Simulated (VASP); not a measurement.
# Ti (C2/m) in VASP: further runs

Ti is run at these levels: r2SCAN; tasks: single point.

Program: VASP 6.6.1. These are calculated values, not measurements. Logs are shortened: lines on timing, memory, paths and dates and some standing lists are left out, and cuts for length are marked.

### 1 The cell of the first run

The typed cell holds 1 atom: a = 2.786 Å, b = 2.786 Å, c = 2.924 Å, α = 90.00°, β = 61.50°, γ = 120.00°.

### 2 Single point, r2SCAN

Contents of POSCAR:

```
Ti
1.0
    2.7861564918     -0.0000001898      0.0013534401
   -1.3930784103      2.4128825855      0.0000000000
    1.3942909394      0.8049942492      2.4410616764
Ti
1
Direct
    0.0000000000      0.0000000000      0.0000000000
```

Contents of INCAR.step1:

```
ALGO     = Normal         # electronic algorithm
EDIFF    = 1E-4           # SCF threshold, eV
ENCUT    = 520            # plane-wave cutoff, eV
GGA      = PE             # functional
ISMEAR   = 0              # smearing method
LASPH    = T              # aspherical terms in the spheres
LCHARG   = F              # write CHGCAR
LREAL    = F              # projectors in reciprocal space
LWAVE    = T              # write WAVECAR
NBANDS   = 12             # bands
NELM     = 60             # most SCF steps
PREC     = Accurate       # precision mode
SIGMA    = 0.1            # smearing width, eV
```

Contents of INCAR.step2:

```
ALGO     = Normal         # electronic algorithm
EDIFF    = 1E-6           # SCF threshold, eV
ENCUT    = 520            # plane-wave cutoff, eV
ISIF     = 2              # what is computed and relaxed
ISMEAR   = 0              # smearing method
ISTART   = 1            
LASPH    = T              # aspherical terms in the spheres
LCHARG   = F              # write CHGCAR
LMIXTAU  = T            
LREAL    = F              # projectors in reciprocal space
LWAVE    = F              # write WAVECAR
METAGGA  = R2SCAN         # meta-GGA
NBANDS   = 12             # bands
NELM     = 60             # most SCF steps
PREC     = Accurate       # precision mode
SIGMA    = 0.1            # smearing width, eV
```

Contents of KPOINTS:

```
k-points
0
Gamma
  15 15 14
```

Potentials or basis: VASP PAW PBE potentials, release 64 (Ti_sv).

The run is started by

```
> cat potpaw_PBE.64/Ti_sv/POTCAR > POTCAR
> cp INCAR.step1 INCAR
> mpirun -np 1 vasp_std > vasp.out
> cp INCAR.step2 INCAR
> mpirun -np 1 vasp_std > vasp.out
```

OUTCAR:

```text
EDIFF = 1E-6
   ENCUT = 520
   ISIF = 2
   ISMEAR = 0
   ISTART = 1
   LASPH = T
   LREAL = F
   METAGGA = R2SCAN
   NELM = 60
   PREC = Accurate

 ion  position               nearest neighbor table
   1  0.000  0.000  0.000-

  LATTYP: Found a base centered monoclinic cell.
 ALAT       =     4.8257651710
 B/A-ratio  =     0.5773502692
 C/A-ratio  =     0.6059521549
 COS(beta)  =    -0.5510454029

  Lattice vectors:

 A1 = (  -2.7861564918,   0.0000001898,  -0.0013534401)
 A2 = (  -1.3930780815,  -2.4128823957,  -0.0013534401)
 A3 = (   1.3942909394,   0.8049942492,   2.4410616764)

Analysis of symmetry for initial positions (statically):
=====================================================================
 Subroutine PRICEL returns:
 Original cell was already a primitive cell.

 Routine SETGRP: Setting up the symmetry group for a
 base centered monoclinic supercell.

 Subroutine GETGRP returns: Found  4 space group operations
 (whereof  4 operations were pure point group operations)
 out of a pool of  4 trial point group operations.

The static configuration has the point symmetry C_2h.

Analysis of symmetry for dynamics (positions and initial velocities):
=====================================================================
 Subroutine PRICEL returns:
 Original cell was already a primitive cell.

 Routine SETGRP: Setting up the symmetry group for a
 base centered monoclinic supercell.

 Subroutine GETGRP returns: Found  4 space group operations
 (whereof  4 operations were pure point group operations)
 out of a pool of  4 trial point group operations.

The dynamic configuration has the point symmetry C_2h.

 Subroutine INISYM returns: Found  4 space group operations
 (whereof  4 operations are pure point group operations),
 and found     1 'primitive' translations

----------------------------------------------------------------------------------------

                                     Primitive cell

  volume of cell :      16.4044

  direct lattice vectors                    reciprocal lattice vectors
     2.786156492 -0.000000190  0.001353440     0.359050230  0.207297747 -0.273444126
    -1.393078410  2.412882585  0.000000000     0.000066444  0.414480409 -0.136722063
     1.394290939  0.804994249  2.441061676    -0.000199074 -0.000114936  0.409809428

  length of vectors
     2.786156821  2.786156821  2.924182804     0.496649891  0.436448092  0.409809493

  position of ions in fractional coordinates (direct lattice)
     0.000000000  0.000000000  0.000000000

[... 84 lines left out ...]
   TEBEG  =    0.0;   TEEND  =   0.0 temperature during run
   PSTRESS=    0.0 pullay stress
   NELECT =      12.0000    total number of electrons
   NUPDOWN=      -1.0000    fix difference up-down
   EMIN   =  10.00;   EMAX   =-10.00  energy-range for DOS
   EFERMI =   0.00;   METHOD = LEGACY
   ISMEAR =     0;   SIGMA  =   0.10  broadening in eV -4-tet -1-fermi 0-gaus
   EFERMI_NEDOS =   21; number of points for ismear=-14 and -15
   IALGO  =     38    algorithm
   IMIX   =      4    mixing-type and parameters
     AMIX     =   0.40;   BMIX     =  1.00
     AMIX_MAG =   1.60;   BMIX_MAG =  1.00
  volume/ion in A,a.u.               =      16.40       110.70
  Fermi-wavevector in a.u.,A,eV,Ry     =   1.475079  2.787495 29.604354  2.175859
  Thomas-Fermi vector in A             =   2.589772
   LORBIT       =      0    0 simple, 1 ext, 2 COOP (PROOUT), +10 PAW based schemes
   METAGGA = R2SCAN    functional components
   LHFCALC =     F    Hartree Fock is set to
   AEXX    =    0.0000 exact exchange contribution
   IVDW    =     0    specifies the selected vdW correction
   LEPSILON=     F    determine dielectric tensor
   LRPA    =     F    only Hartree local field effects (RPA)
 non-spin polarized calculation
 Gauss-broadening in eV      SIGMA  =   0.10
  energy-cutoff  :      520.00
  volume of cell :       16.40
 maximum number of plane-waves:       458
 NGX is ok and might be reduce to    24
   NGX = 11   NGY = 11   NGZ = 11

 number of electron      11.9999998 magnetization

 Free energy of the ion-electron system (eV)
  ---------------------------------------------------
  ext. energy  EPLUGINS =         0.00000000
  ---------------------------------------------------
  free energy    TOTEN  =       -12.83603602 eV

  energy without entropy =      -12.82854911  energy(sigma->0) =      -12.83229257

 E-fermi :   8.8803     XC(G=0): -12.7021

 val. band max:        8.8802536520   @ k =  -0.2000   0.1333   0.0714
 cond. band min:       8.8805124488   @ k =   0.0667   0.3333   0.0714
 fundamental gap:      0.0002587968
 Fermi energy:         8.8803453623

 k-point     1 :       0.0000    0.0000    0.0000
  band No.  band energies     occupation
      1     -50.0674      2.00000
      2     -24.8638      2.00000
      3     -24.7578      2.00000
      4     -24.7555      2.00000
      5       2.2749      2.00000
      6       9.3857      0.00000
      7      10.1204      0.00000
      8      10.1237      0.00000
      9      11.8981      0.00000
     10      11.9042      0.00000
     11      24.7985      0.00000
     12      28.9143      0.00000
[... 331 lines left out ...]
 k-point    24 :      -0.0667    0.1333   -0.0000
  band No.  band energies     occupation
      1     -50.0465      2.00000
      2     -24.8700      2.00000
      3     -24.8627      2.00000
      4     -24.7805      2.00000
      5       2.7107      2.00000
      6       9.5763      0.00000
      7       9.7983      0.00000
      8      10.3400      0.00000
      9      11.6328      0.00000
     10      11.8718      0.00000
     11      25.3024      0.00000
     12      28.3272      0.00000

 [... further k-points ...]

------------------------ aborting loop because EDIFF is reached ----------------------------------------

  FORCE on cell =-STRESS in cart. coord.  units (eV):
  Direction    XX          YY          ZZ          XY          YZ          ZX
  --------------------------------------------------------------------------------------
  -------------------------------------------------------------------------------------
  Total        1.0788900      1.1006199      0.0346233     -0.0188186      0.0013325      0.0023075
  in kB      105.3726764    107.4949837      3.3815754     -1.8379721      0.1301437      0.2253699
  external PRESSURE =      72.0830785 kB  Pullay stress =       0.0000000 kB

 VOLUME and BASIS-vectors are now :
 -----------------------------------------------------------------------------
  energy-cutoff  :      520.00
  volume of cell :       16.40
      direct lattice vectors                 reciprocal lattice vectors
     2.786156492 -0.000000190  0.001353440     0.359050230  0.207297747 -0.273444126
    -1.393078410  2.412882585  0.000000000     0.000066444  0.414480409 -0.136722063
     1.394290939  0.804994249  2.441061676    -0.000199074 -0.000114936  0.409809428

 POSITION                                       TOTAL-FORCE (eV/Angst)
 -----------------------------------------------------------------------------------
      0.00000      0.00000      0.00000         0.000000      0.000000      0.000000
 -----------------------------------------------------------------------------------
    total drift:                                0.000000     -0.000000      0.000000

  FREE ENERGIE OF THE ION-ELECTRON SYSTEM (eV)
  ---------------------------------------------------
  free  energy   TOTEN  =       -12.8360360242 eV

  energy  without entropy=      -12.8285491141  energy(sigma->0) =      -12.83229257
```

OSZICAR.step1:

```text
N       E                     dE             d eps       ncg     rms          rms(c)
DAV:   1     0.872536852036E+02    0.87254E+02   -0.65379E+03 20420   0.122E+03
DAV:   2    -0.431661031649E+01   -0.91570E+02   -0.88993E+02 20684   0.298E+02
DAV:   3    -0.854433564269E+01   -0.42277E+01   -0.41814E+01 28416   0.652E+01
DAV:   4    -0.863678732415E+01   -0.92452E-01   -0.92352E-01 22536   0.847E+00
DAV:   5    -0.863918373536E+01   -0.23964E-02   -0.23963E-02 24572   0.119E+00    0.880E+00
DAV:   6    -0.774039030285E+01    0.89879E+00   -0.18891E+00 22300   0.205E+01    0.241E+00
DAV:   7    -0.773044290990E+01    0.99474E-02   -0.10454E-01 24608   0.386E+00    0.133E+00
DAV:   8    -0.774247177050E+01   -0.12029E-01   -0.40952E-02 20996   0.242E+00    0.135E-01
DAV:   9    -0.774277931209E+01   -0.30754E-03   -0.38800E-03 25192   0.664E-01    0.944E-02
DAV:  10    -0.774285823471E+01   -0.78923E-04   -0.25632E-04 21228   0.180E-01
   1 F= -.77428582E+01 E0= -.77388607E+01  d E =-.799504E-02
```

Wall time 12 min (1 thread of Intel Xeon 8259CL, shared host); peak memory 0.28 GiB.

Results:

- Free energy: -12.8360 eV
- Pressure: 7.2 GPa
- Band gap on the k mesh: zero (bands 6 and 7 overlap by 1.17 eV)

Stress tensor (GPa, compression positive):
```
10.54 -0.18  0.02
-0.18 10.75  0.01
 0.02  0.01  0.34
```

Caveat: the stress differs along the axes, from 0 to 11 GPa; the PAW data sets were made with another functional, which shifts forces and pressure a little.

### 3 Single point, r2SCAN

POSCAR is that of step 2.

Contents of INCAR.step1:

```
  PREC = Accurate
  ENCUT = 520
  ISMEAR = 0
  SIGMA = 0.1
  LREAL = F
  LASPH = T
  NELM = 80
  NBANDS = 12
  ISYM = 0
  GGA = PE
  ALGO = Normal
  EDIFF = 1E-4
  LWAVE = T
  LCHARG = F
```

Contents of INCAR.step2:

```
  PREC = Accurate
  ENCUT = 520
  EDIFF = 1E-6
  ISMEAR = 0
  SIGMA = 0.1
  LREAL = F
  LASPH = T
  NELM = 80
  ALGO = Normal
  ISIF = 2
  LWAVE = F
  LCHARG = F
  METAGGA = R2SCAN
  LMIXTAU = T
  NBANDS = 12
  ISYM = 0
  ISTART = 1
```

Contents of KPOINTS:

```
regular mesh
0
Gamma
  15 15 14
```

Potentials or basis: VASP PAW PBE potentials, release 64 (Ti_sv).

The run is started by

```
> cat potpaw_PBE.64/Ti_sv/POTCAR > POTCAR
> cp INCAR.step1 INCAR
> mpirun -np 1 vasp_std > vasp.out
> cp INCAR.step2 INCAR
> mpirun -np 1 vasp_std > vasp.out
```

Run time: 16 min. Hardware: 1 thread of Intel Xeon 8259CL, shared host; peak memory 0.4 GiB.

Results (log left out):

```
Free energy            : -12.8360 eV
Pressure               : 7.3 GPa
Band gap on the k mesh : zero (bands 6 and 7 overlap by 1.17 eV)
```

Stress tensor (GPa, compression positive):
```
10.64 -0.18  0.02
-0.18 10.85  0.01
 0.02  0.01  0.44
```

Levels at points of the mesh, in eV from the Fermi level:
```
           k point  band 3  band 4  band 5  band 6  band 7  band 8  band 9  band 10
(0.00, 0.00, 0.00)  -33.64  -33.64   -6.60    0.51    1.24    1.24    3.02     3.02
(0.00, 0.00, 0.50)  -33.71  -33.71   -2.92   -0.08    1.08    1.08    4.01     4.02
```

Caveat: the stress differs along the axes, from 0 to 11 GPa; the PAW data sets were made with another functional, which shifts forces and pressure a little.
